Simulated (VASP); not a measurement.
# EuS (Fm-3m) in VASP: a series of runs

The runs below take EuS through single point, with PBE+U.

All numbers are computed with VASP 6.6.1; they aren't measurements. Logs are shortened: lines on timing, memory, paths and dates and some standing lists are left out, and cuts for length are marked.

### Step 1. The cell of the first run

It takes space group Fm-3m (No. 225, cubic). The conventional cell has a = 5.957 Å, b = 5.957 Å, c = 5.957 Å, α = 90.00°, β = 90.00°, γ = 90.00°. Within 3.9 Å of Eu (site symmetry m-3m) lie 6 S at 2.98 Å. Within 3.9 Å of S (site symmetry m-3m) lie 6 Eu at 2.98 Å.

### Step 2. Single point, PBE+U, collinear spin, ferromagnetic start

The input, INCAR:

```
  PREC = Accurate
  ENCUT = 600
  EDIFF = 1E-6
  ISMEAR = 0
  SIGMA = 0.1
  LREAL = False
  LASPH = True
  NELM = 200
  ALGO = Normal
  ISIF = 2
  LWAVE = False
  LCHARG = False
  ISPIN = 2
  MAGMOM = 7 0
  LORBIT = 11
  LMAXMIX = 6
  LDAU = True
  LDAUTYPE = 2
  LDAUL = 3 -1
  LDAUU = 6 0
  LDAUJ = 0 0
  LDAUPRINT = 1
  GGA = PE
  NBANDS = 22
  GGA_COMPAT = False
```

The input, KPOINTS:

```
Automatic mesh
0
Gamma
  6 6 6
```

The input, POSCAR:

```
EuS
1.0
    0.0000000000      2.9785018670      2.9785018670
    2.9785018670      0.0000000000      2.9785018670
    2.9785018670      2.9785018670      0.0000000000
Eu S
1 1
Direct
    0.5000000000      0.5000000000      0.5000000000
    0.0000000000      0.0000000000      0.0000000000
```

Potentials or basis: VASP PAW PBE potentials, release 64 (Eu, S).

Run with:

```bash
$ cat potpaw_PBE.64/Eu/POTCAR potpaw_PBE.64/S/POTCAR > POTCAR
$ mpirun -np 1 vasp_std > vasp.out
```

OUTCAR:

```text
PREC = Accurate
   ENCUT = 600
   EDIFF = 1E-6
   ISMEAR = 0
   LREAL = False
   LASPH = True
   NELM = 200
   ISIF = 2
   ISPIN = 2
   LORBIT = 11
   GGA = PE

 ion  position               nearest neighbor table
   1  0.500  0.500  0.500-   2 2.98   2 2.98   2 2.98   2 2.98   2 2.98   2 2.98
   2  0.000  0.000  0.000-   1 2.98   1 2.98   1 2.98   1 2.98   1 2.98   1 2.98

  LATTYP: Found a face centered cubic cell.
 ALAT       =     5.9570037340

  Lattice vectors:

 A1 = (   0.0000000000,   2.9785018670,   2.9785018670)
 A2 = (   2.9785018670,   0.0000000000,   2.9785018670)
 A3 = (   2.9785018670,   2.9785018670,   0.0000000000)

Analysis of symmetry for initial positions (statically):
=====================================================================
 Subroutine PRICEL returns:
 Original cell was already a primitive cell.

 Routine SETGRP: Setting up the symmetry group for a
 face centered cubic supercell.

 Subroutine GETGRP returns: Found 48 space group operations
 (whereof 48 operations were pure point group operations)
 out of a pool of 48 trial point group operations.

The static configuration has the point symmetry O_h .

Analysis of symmetry for dynamics (positions and initial velocities):
=====================================================================
 Subroutine PRICEL returns:
 Original cell was already a primitive cell.

 Routine SETGRP: Setting up the symmetry group for a
 face centered cubic supercell.

 Subroutine GETGRP returns: Found 48 space group operations
 (whereof 48 operations were pure point group operations)
 out of a pool of 48 trial point group operations.

The dynamic configuration has the point symmetry O_h .

Analysis of structural, dynamic, and magnetic symmetry:
=====================================================================
 Subroutine PRICEL returns:
 Original cell was already a primitive cell.

 Routine SETGRP: Setting up the symmetry group for a
 face centered cubic supercell.

 Subroutine GETGRP returns: Found 48 space group operations
 (whereof 48 operations were pure point group operations)
 out of a pool of 48 trial point group operations.

The overall configuration has the point symmetry O_h .

 Subroutine INISYM returns: Found 48 space group operations
 (whereof 48 operations are pure point group operations),
 and found     1 'primitive' translations

----------------------------------------------------------------------------------------

                                     Primitive cell

  volume of cell :      52.8474

  direct lattice vectors                    reciprocal lattice vectors
     0.000000000  2.978501867  2.978501867    -0.167869628  0.167869628  0.167869628
     2.978501867  0.000000000  2.978501867     0.167869628 -0.167869628  0.167869628
     2.978501867  2.978501867  0.000000000     0.167869628  0.167869628 -0.167869628

  length of vectors
     4.212237736  4.212237736  4.212237736     0.290758725  0.290758725  0.290758725

[... 117 lines left out ...]

spin component  1

  0.9749 -0.0000 -0.0009 -0.0000 -0.0000 -0.0000 -0.0000
 -0.0000  0.9754  0.0000  0.0000  0.0000  0.0000  0.0000
 -0.0009  0.0000  0.9754 -0.0000  0.0000  0.0000  0.0000
 -0.0000  0.0000 -0.0000  0.9741  0.0000  0.0000 -0.0000
 -0.0000  0.0000  0.0000  0.0000  0.9754 -0.0000  0.0009
 -0.0000  0.0000  0.0000  0.0000 -0.0000  0.9761 -0.0000
 -0.0000  0.0000  0.0000 -0.0000  0.0009 -0.0000  0.9749

spin component  2

  0.0018  0.0000  0.0009 -0.0000  0.0000  0.0000 -0.0000
  0.0000  0.0000 -0.0000  0.0000 -0.0000  0.0000 -0.0000
  0.0009 -0.0000  0.0014  0.0000  0.0000 -0.0000 -0.0000
 -0.0000  0.0000  0.0000  0.0025 -0.0000  0.0000 -0.0000
  0.0000 -0.0000  0.0000 -0.0000  0.0014  0.0000 -0.0009
  0.0000  0.0000 -0.0000  0.0000  0.0000  0.0007  0.0000
 -0.0000 -0.0000 -0.0000 -0.0000 -0.0009  0.0000  0.0018

 occupancies and eigenvectors

  o =  0.0000  v =  0.0000  0.0000  0.0000  0.0000  0.0000  0.0000  0.0000 -0.0000  1.0000  0.0000  0.0000  0.0000 -0.0000  0.0000      0.0000  0.0000  0.0000  0.0000  0.0000  0.0000  0.0000  0.0000  0.0000  0.0000  0.0000  0.0000  0.0000  0.0000
  o =  0.0007  v =  0.0000  0.0000  0.0000  0.0000  0.0000  0.0000  0.0000  0.0000 -0.0000 -0.0000  0.0000  0.7906 -0.0026  0.6124      0.0000  0.0000  0.0000  0.0000  0.0000  0.0000  0.0000  0.0000  0.0000  0.0000  0.0000  0.0000  0.0000  0.0000
  o =  0.0007  v =  0.0000  0.0000  0.0000  0.0000  0.0000  0.0000  0.0000 -0.0008  0.0000  0.0010 -0.0000  0.0020  1.0000  0.0016      0.0000  0.0000  0.0000  0.0000  0.0000  0.0000  0.0000  0.0000  0.0000  0.0000  0.0000  0.0000  0.0000  0.0000
  o =  0.0007  v =  0.0000  0.0000  0.0000  0.0000  0.0000  0.0000  0.0000  0.6124  0.0000 -0.7906  0.0000  0.0000  0.0012  0.0000      0.0000  0.0000  0.0000  0.0000  0.0000  0.0000  0.0000  0.0000  0.0000  0.0000  0.0000  0.0000  0.0000  0.0000
  o =  0.0025  v =  0.0000  0.0000  0.0000  0.0000  0.0000  0.0000  0.0000  0.0001 -0.0000  0.0001 -0.0015 -0.6124  0.0000  0.7906      0.0000  0.0000  0.0000  0.0000  0.0000  0.0000  0.0000  0.0000  0.0000  0.0000  0.0000  0.0000  0.0000  0.0000
  o =  0.0025  v =  0.0000  0.0000  0.0000  0.0000  0.0000  0.0000  0.0000 -0.0002 -0.0000 -0.0002  1.0000 -0.0009  0.0000  0.0012      0.0000  0.0000  0.0000  0.0000  0.0000  0.0000  0.0000  0.0000  0.0000  0.0000  0.0000  0.0000  0.0000  0.0000
  o =  0.0025  v =  0.0000  0.0000  0.0000  0.0000  0.0000  0.0000  0.0000 -0.7906 -0.0000 -0.6124 -0.0003 -0.0001 -0.0000  0.0001      0.0000  0.0000  0.0000  0.0000  0.0000  0.0000  0.0000  0.0000  0.0000  0.0000  0.0000  0.0000  0.0000  0.0000
  o =  0.9741  v =  0.7905 -0.0000  0.6123  0.0102  0.0002 -0.0000 -0.0002  0.0000  0.0000  0.0000  0.0000  0.0000  0.0000  0.0000      0.0000  0.0000  0.0000  0.0000  0.0000  0.0000  0.0000  0.0000  0.0000  0.0000  0.0000  0.0000  0.0000  0.0000
  o =  0.9741  v =  0.0081 -0.0000  0.0063 -0.9968 -0.0488  0.0000  0.0629  0.0000  0.0000  0.0000  0.0000  0.0000  0.0000  0.0000      0.0000  0.0000  0.0000  0.0000  0.0000  0.0000  0.0000  0.0000  0.0000  0.0000  0.0000  0.0000  0.0000  0.0000
  o =  0.9741  v = -0.0004 -0.0000 -0.0003  0.0796 -0.6104  0.0000  0.7881  0.0000  0.0000  0.0000  0.0000  0.0000  0.0000  0.0000      0.0000  0.0000  0.0000  0.0000  0.0000  0.0000  0.0000  0.0000  0.0000  0.0000  0.0000  0.0000  0.0000  0.0000
  o =  0.9754  v =  0.0000  1.0000 -0.0000 -0.0000  0.0000 -0.0000  0.0000  0.0000  0.0000  0.0000  0.0000  0.0000  0.0000  0.0000      0.0000  0.0000  0.0000  0.0000  0.0000  0.0000  0.0000  0.0000  0.0000  0.0000  0.0000  0.0000  0.0000  0.0000
  o =  0.9761  v =  0.6124 -0.0000 -0.7906 -0.0000  0.0002  0.0013  0.0001  0.0000  0.0000  0.0000  0.0000  0.0000  0.0000  0.0000      0.0000  0.0000  0.0000  0.0000  0.0000  0.0000  0.0000  0.0000  0.0000  0.0000  0.0000  0.0000  0.0000  0.0000
  o =  0.9761  v =  0.0006 -0.0000 -0.0008 -0.0000  0.4016 -0.8613  0.3111  0.0000  0.0000  0.0000  0.0000  0.0000  0.0000  0.0000      0.0000  0.0000  0.0000  0.0000  0.0000  0.0000  0.0000  0.0000  0.0000  0.0000  0.0000  0.0000  0.0000  0.0000
  o =  0.9761  v =  0.0005  0.0000 -0.0007  0.0000 -0.6809 -0.5080 -0.5275  0.0000  0.0000  0.0000  0.0000  0.0000  0.0000  0.0000      0.0000  0.0000  0.0000  0.0000  0.0000  0.0000  0.0000  0.0000  0.0000  0.0000  0.0000  0.0000  0.0000  0.0000

 number of electron      22.9999997 magnetization       6.9999997

 Free energy of the ion-electron system (eV)
  ---------------------------------------------------
  ext. energy  EPLUGINS =         0.00000000
  ---------------------------------------------------
  free energy    TOTEN  =       -19.14102648 eV

  energy without entropy =      -19.14101670  energy(sigma->0) =      -19.14102159

 E-fermi :   3.4437     XC(G=0):  -9.5542

 val. band max:        3.2343565585   @ k =   0.0000   0.0000   0.0000
 cond. band min:       3.6531216981   @ k =   0.5000   0.5000   0.0000
 fundamental gap:      0.4187651397
 Fermi energy:         3.4437397024

 spin component 1

 k-point     1 :       0.0000    0.0000    0.0000
  band No.  band energies     occupation
      1     -36.3939      1.00000
      2     -15.2769      1.00000
      3     -15.2769      1.00000
      4     -15.2769      1.00000
      5      -9.1595      1.00000
      6       1.2583      1.00000
[... 389 lines left out ...]
     21      10.0144      0.00000
     22      12.1372      0.00000
 Fermi energy:         3.4437397024

 spin component 2

 k-point     1 :       0.0000    0.0000    0.0000
  band No.  band energies     occupation
      1     -33.2561      1.00000
      2     -13.0010      1.00000
      3     -13.0010      1.00000
      4     -13.0010      1.00000
      5      -9.1678      1.00000
      6       1.7389      1.00000
[... 389 lines left out ...]
     21      13.2240      0.00000
     22      14.0190      0.00000

------------------------ aborting loop because EDIFF is reached ----------------------------------------

  FORCE on cell =-STRESS in cart. coord.  units (eV):
  Direction    XX          YY          ZZ          XY          YZ          ZX
  --------------------------------------------------------------------------------------
  -------------------------------------------------------------------------------------
  Total        0.3546757      0.3546757      0.3546757      0.0000000     -0.0000000     -0.0000000
  in kB       10.7527216     10.7527216     10.7527216      0.0000000     -0.0000000     -0.0000000
  external PRESSURE =      10.7527216 kB  Pullay stress =       0.0000000 kB

 VOLUME and BASIS-vectors are now :
 -----------------------------------------------------------------------------
  energy-cutoff  :      600.00
  volume of cell :       52.85
      direct lattice vectors                 reciprocal lattice vectors
     0.000000000  2.978501867  2.978501867    -0.167869628  0.167869628  0.167869628
     2.978501867  0.000000000  2.978501867     0.167869628 -0.167869628  0.167869628
     2.978501867  2.978501867  0.000000000     0.167869628  0.167869628 -0.167869628

 POSITION                                       TOTAL-FORCE (eV/Angst)
 -----------------------------------------------------------------------------------
      2.97850      2.97850      2.97850         0.000000     -0.000000      0.000000
      0.00000      0.00000      0.00000        -0.000000      0.000000     -0.000000
 -----------------------------------------------------------------------------------
    total drift:                                0.000000      0.000000      0.000000

  FREE ENERGIE OF THE ION-ELECTRON SYSTEM (eV)
  ---------------------------------------------------
  free  energy   TOTEN  =       -19.1410264798 eV

  energy  without entropy=      -19.1410167047  energy(sigma->0) =      -19.14102159

 total charge

# of ion       s       p       d       f       tot
--------------------------------------------------
    1        2.029   5.789   0.244   6.828  14.891
    2        1.317   2.452   0.000   0.000   3.768
--------------------------------------------------
tot          3.346   8.241   0.244   6.828  18.659

 magnetization (x)

# of ion       s       p       d       f       tot
--------------------------------------------------
    1       -0.016  -0.118   0.045   6.809   6.721
    2       -0.006  -0.055   0.000   0.000  -0.062
--------------------------------------------------
tot         -0.022  -0.173   0.045   6.809   6.660
```

Run time: 1.9 min. Hardware: 1 thread of Oxide Virtual Turin-like, shared host; peak memory 0.22 GiB.

Results:

* Free energy: -19.1410 eV
* Pressure: 1.1 GPa
* Band gap on the k mesh: 0.42 eV (least direct gap 0.69 eV)
* Net moment: 7.00 μB per cell
* Site moments: Eu +6.72; S -0.06 μB
* Valence electrons inside the program's atomic spheres: Eu 14.89; S 3.77

Eigenvalues of the final occupation matrices:
| site | spin | trace | eigenvalues |
| --- | --- | --- | --- |
| site 1 f | 1 | 6.83 | 0.97 0.97 0.97 0.98 0.98 0.98 0.98 |
| site 1 f | 2 | 0.01 | 0.00 0.00 0.00 0.00 0.00 0.00 0.00 |

Caveat: spin-orbit coupling is left out, which moves the levels of the heavy elements; a cell with one magnetic atom can't hold antiferromagnetic order, which such compounds often take. A k mesh can miss the band edges.

### Step 3. Single point, PBE+U, collinear spin, ferromagnetic start

This run uses another cell than the first one, of 26.82 Å³/atom.

The input, INCAR:

```
SYSTEM = EuS
PREC = Accurate ; ENCUT = 600
EDIFF = 1E-6 ; ISMEAR = 0
SIGMA = 0.05 ; LREAL = .FALSE.
LASPH = .TRUE. ; NELM = 200
ALGO = Normal ; ISIF = 2
LWAVE = .FALSE. ; LCHARG = .FALSE.
ISPIN = 2 ; MAGMOM = 7.56 0
LORBIT = 11 ; LMAXMIX = 6
LDAU = .TRUE. ; LDAUTYPE = 2
LDAUL = 3 -1 ; LDAUU = 6 0
LDAUJ = 0 0 ; LDAUPRINT = 1
GGA = PE ; NBANDS = 22
ISYM = 0 ; GGA_COMPAT = .FALSE.
```

The input, KPOINTS:

```
Automatic mesh
0
G
  4 4 5
  0 0 0
```

The input, POSCAR:

```
EuS
1.0
    4.2330618603      0.0000000000      0.0000000000
    0.0000000000      4.2330618603      0.0000000000
    2.1165309301      2.1165309301      2.9932267466
Eu S
1 1
Direct
    0.5000000000      0.5000000000      0.0000000000
    0.0000000000      0.0000000000      0.0000000000
```

Potentials or basis: VASP PAW PBE potentials, release 64 (Eu, S).

Run with:

```bash
$ cat potpaw_PBE.64/Eu/POTCAR potpaw_PBE.64/S/POTCAR > POTCAR
$ mpirun -np 1 vasp_std > vasp.out
```

Run time: 4.7 min. Hardware: 1 thread of Oxide Virtual Turin-like, shared host; peak memory 0.28 GiB.

The run converged. Its results:

```yaml
Free_energy: -19.1388 eV
Pressure: 0.4 GPa
Band_gap_on_the_k_mesh: 0.50 eV (least direct gap 0.76 eV)
Net_moment: 7.00 μB per cell
Site_moments: Eu +6.72; S -0.06 μB
Valence_electrons_inside_the_program's_atomic_spheres: Eu 14.88; S 3.76
```

Stress tensor (GPa, compression positive):
```
 0.41  0.03 -0.01
 0.03  0.41 -0.01
-0.01 -0.01  0.33
```

Levels at points of the mesh, in eV from the valence-band top:
Spin up:
```tsv
k point	band 11	band 12	band 13	band 14	band 15	band 16	band 17	band 18	band 19	band 20
(0.00, 0.00, 0.00)	-0.56	-0.56	0.00	0.00	0.00	2.01	2.40	2.40	2.40	3.26
(0.50, 0.00, 0.00)	-0.66	-0.59	-0.59	-0.56	-0.56	4.09	4.52	5.00	5.00	7.81
(0.00, 0.50, 0.00)	-0.66	-0.59	-0.59	-0.56	-0.56	4.09	4.52	5.00	5.00	7.81
(0.50, 0.50, 0.00)	-0.61	-0.61	-0.58	-0.27	-0.27	0.50	4.41	4.42	5.81	6.06
```
Spin down:
```
           k point  band 4  band 5  band 6  band 7  band 8  band 9  band 10  band 11  band 12  band 13
(0.00, 0.00, 0.00)  -16.23  -12.32   -1.45   -1.45   -1.45    2.44     3.04     3.04     3.04     4.00
(0.50, 0.00, 0.00)  -16.26  -11.34   -4.00   -2.60   -2.60    4.25     5.20     5.97     5.97     7.47
(0.00, 0.50, 0.00)  -16.26  -11.34   -4.00   -2.60   -2.60    4.25     5.20     5.97     5.97     7.47
(0.50, 0.50, 0.00)  -16.36  -11.99   -2.62   -1.82   -1.82    1.01     5.02     5.26     6.74     7.24
```

Eigenvalues of the final occupation matrices:
```tsv
site	spin	trace	eigenvalues
site 1 f	1	6.83	0.97 0.97 0.98 0.98 0.98 0.98 0.98
site 1 f	2	0.01	0.00 0.00 0.00 0.00 0.00 0.00 0.00
```

Caveat: spin-orbit coupling is left out, which moves the levels of the heavy elements; a cell with one magnetic atom can't hold antiferromagnetic order, which such compounds often take.

### Step 4. Single point, PBE+U, collinear spin, ferromagnetic start

This run uses another cell than the first one, of 26.82 Å³/atom.

The input, INCAR:

```
PREC = Accurate ; ENCUT = 600
EDIFF = 1E-6 ; ISMEAR = 0
SIGMA = 0.05 ; LREAL = F
LASPH = T ; NELM = 200
ALGO = Normal ; ISIF = 2
LWAVE = F ; LCHARG = F
ISPIN = 2 ; MAGMOM = 7.56 0
LORBIT = 11 ; LMAXMIX = 6
LDAU = T ; LDAUTYPE = 2
LDAUL = 3 -1 ; LDAUU = 6 0
LDAUJ = 0 0 ; LDAUPRINT = 1
GGA = PE ; NBANDS = 22
ISYM = 0 ; GGA_COMPAT = F
```

The input, KPOINTS:

```
Automatic mesh
0
Gamma
  6 6 9
```

POSCAR is that of step 3.

Run with:

```bash
$ cat potpaw_PBE.64/Eu/POTCAR potpaw_PBE.64/S/POTCAR > POTCAR
$ mpirun -np 1 vasp_std > vasp.out
```

Wall time 18 min (1 thread of Oxide Virtual Turin-like, shared host); peak memory 0.51 GiB.

The run converged. Its results:

```
Free energy                                           : -19.1451 eV
Pressure                                              : 0.3 GPa
Band gap on the k mesh                                : 0.50 eV (least direct gap 0.77 eV)
Net moment                                            : 7.00 μB per cell
Site moments                                          : Eu +6.72; S -0.06 μB
Valence electrons inside the program's atomic spheres : Eu 14.88; S 3.76
```

Levels at points of the mesh, in eV from the valence-band top:
Spin up:
```csv
k point,band 11,band 12,band 13,band 14,band 15,band 16,band 17,band 18,band 19,band 20
"(0.00, 0.00, 0.00)",-0.56,-0.56,0.00,0.00,0.00,2.01,2.40,2.40,2.40,3.27
"(0.50, 0.00, 0.00)",-0.66,-0.59,-0.59,-0.56,-0.56,4.10,4.52,5.00,5.00,7.82
"(0.00, 0.50, 0.00)",-0.66,-0.59,-0.59,-0.56,-0.56,4.10,4.52,5.00,5.00,7.82
"(0.50, 0.50, 0.00)",-0.61,-0.61,-0.58,-0.27,-0.27,0.50,4.42,4.42,5.81,6.07
```
Spin down:
```csv
k point,band 4,band 5,band 6,band 7,band 8,band 9,band 10,band 11,band 12,band 13
"(0.00, 0.00, 0.00)",-16.23,-12.32,-1.45,-1.45,-1.45,2.44,3.05,3.05,3.05,4.00
"(0.50, 0.00, 0.00)",-16.26,-11.34,-4.00,-2.60,-2.60,4.26,5.20,5.98,5.98,7.48
"(0.00, 0.50, 0.00)",-16.26,-11.34,-4.00,-2.60,-2.60,4.26,5.20,5.98,5.98,7.48
"(0.50, 0.50, 0.00)",-16.36,-11.99,-2.62,-1.82,-1.82,1.01,5.02,5.26,6.74,7.24
```

Eigenvalues of the final occupation matrices:
| site | spin | trace | eigenvalues |
| --- | --- | --- | --- |
| site 1 f | 1 | 6.83 | 0.97 0.97 0.97 0.98 0.98 0.98 0.98 |
| site 1 f | 2 | 0.01 | 0.00 0.00 0.00 0.00 0.00 0.00 0.00 |

Caveat: spin-orbit coupling is left out, which moves the levels of the heavy elements; a cell with one magnetic atom can't hold antiferromagnetic order, which such compounds often take.

### Step 5. The runs side by side

| cell | k mesh | smearing | gap on the mesh (eV) | pressure (GPa) | moment (μB) |
| --- | --- | --- | --- | --- | --- |
| a = 4.212 Å, angles 60.0°, 2 atoms, atomic positions A | 6 × 6 × 6 | gaussian 0.1 eV | 0.42 | 1.1 | 7.00 |
| a = 4.233 Å, angles 60.0, 60.0, 90.0°, 2 atoms, atomic positions B | 4 × 4 × 5 | gaussian 0.05 eV | 0.50 | 0.4 | 7.00 |
| a = 4.233 Å, angles 60.0, 60.0, 90.0°, 2 atoms, atomic positions B | 6 × 6 × 9 | gaussian 0.05 eV | 0.50 | 0.3 | 7.00 |

Alike in all rows: task single point; level PBE+U; potentials or basis VASP PAW PBE potentials, release 64 (Eu, S); spin collinear, ferromagnetic start; Eu f U = 6.0 eV; cutoff (eV) 600.

Caveats: spin-orbit coupling is left out, which moves the levels of the heavy elements; a cell with one magnetic atom can't hold antiferromagnetic order, which such compounds often take.

Absolute energies hang on the potentials; compare differences alone.
